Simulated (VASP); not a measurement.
Input of a VASP 6.6.1 run:

File INCAR:

```
SYSTEM = Al7As8
ALGO = Normal
EDIFF = 1E-6
ENCUT = 520
GGA = PS
ISIF = 2
ISMEAR = -1
LASPH = .True.
LCHARG = .False.
LREAL = Auto
LWAVE = .False.
NBANDS = 44
NELM = 80
PREC = Accurate
SIGMA = 0.05
```

Contents of KPOINTS:

```
k-points
0
Gamma
  2 2 2
  0 0 0
```

POSCAR

```
Al7As8
1.0
    0.0000000000      5.6857465000      5.6857465000
    5.6857465000      0.0000000000      5.6857465000
    5.6857465000      5.6857465000      0.0000000000
Al As
7 8
Direct
    0.0328048393     -0.0040251531      0.0114095836
    0.0094112532      0.0076074443      0.5113912483
   -0.0377438565      0.4923145976      0.0064341595
   -0.0032573559      0.5007811199      0.4986992473
    0.4509651459      0.2786521524     -0.0470315551
    0.5094455935     -0.0040127536      0.5347678621
    0.5044684986      0.4923211051      0.4642280482
    0.1653727439      0.1260477406      0.1315664531
    0.1367651548      0.1270086522      0.6387296725
    0.1008224690      0.6213034647      0.1192404551
    0.1199767700      0.6286871038      0.6219425189
    0.6570297322      0.1832528939      0.1589929308
    0.6295857545      0.1260573260      0.6673565204
    0.5991407637      0.5370048594      0.1011085352
    0.6172912387      0.6213234269      0.6027677280
```

Potentials or basis: VASP PAW PBE potentials, release 64 (Al, As).

Command:

```sh
$ cat potpaw_PBE.64/Al/POTCAR potpaw_PBE.64/As/POTCAR > POTCAR
$ mpirun -np 1 vasp_std > vasp.out
```

(1) Estimate the pressure.

(2) What does it give for the largest force?

## Answers

(1) -3.0 GPa.

(2) 0.052 eV/Å.

Caveat: the k points lie up to 0.48 Å⁻¹ apart; the PAW data sets were made with another functional, which shifts forces and pressure a little.
